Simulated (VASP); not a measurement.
Wanted: the native input for a VASP 6.6.1 run.

```
Task                   : relaxation of cell and atoms
Functional             : PBE
Potentials or basis    : VASP PAW PBE potentials, release 64 (Pt, Al)
Cutoff                 : 600 eV
k mesh                 : 10 × 10 × 10
Occupations            : fermi-dirac, width 0.1 eV
Spin                   : no spin polarisation
Dipole correction      : no
Further INCAR settings : ALGO = Normal; EDIFF = 1e-07; IBRION = 2; EDIFFG = -0.03; NSW = 80; ISIF = 3
```

The structure of Al2Pt lies in POSCAR:

```
Al2Pt
1.0
    0.0000000000      2.9873000000      2.9873000000
    2.9873000000      0.0000000000      2.9873000000
    2.9873000000      2.9873000000      0.0000000000
Pt Al
1 2
Direct
    0.0000000000      0.0000000000      0.0000000000
    0.2500000000      0.2500000000      0.2500000000
    0.7500000000      0.7500000000      0.7500000000
```

These files were run (other wordings do the same):

INCAR

```
SYSTEM = Al2Pt
PREC = Accurate ; ENCUT = 600
EDIFF = 1E-7 ; ISMEAR = -1
SIGMA = 0.1 ; LREAL = .FALSE.
LASPH = .TRUE. ; NELM = 60
ALGO = Normal ; ISIF = 3
LWAVE = .FALSE. ; LCHARG = .FALSE.
GGA = PE ; IBRION = 2
NSW = 80 ; EDIFFG = -0.03
```

KPOINTS

```
regular mesh
0
G
  10 10 10
  0 0 0
```

Potentials or basis: VASP PAW PBE potentials, release 64 (Pt, Al).

Run with:

```bash
$ cat potpaw_PBE.64/Pt/POTCAR potpaw_PBE.64/Al/POTCAR > POTCAR
$ mpirun -np 1 vasp_std > vasp.out
```

Results of the run:

- Relaxed volume: 17.51 Å³/atom
- Relaxed cell: a = 4.203 Å, b = 4.203 Å, c = 4.203 Å, α = 60.00°, β = 60.00°, γ = 60.00°
- Space group after relaxing (to 0.05 Å): Fm-3m (No. 225)
- Energy gained by relaxing: 1.6 meV/atom
- Ionic steps: 3
- Pressure after relaxing: 0.0 GPa
- Band gap on the k mesh: zero (band 8 reaches 11.50 eV, above the bottom of band 9 at 6.12 eV)

Caveat: spin-orbit coupling is left out, which moves the levels of the heavy elements.

It took 59 s on 1 thread of Intel(R) Xeon(R) Platinum 8488C (Sapphire Rapids), with other jobs on the host, peak memory 0.23 GiB.
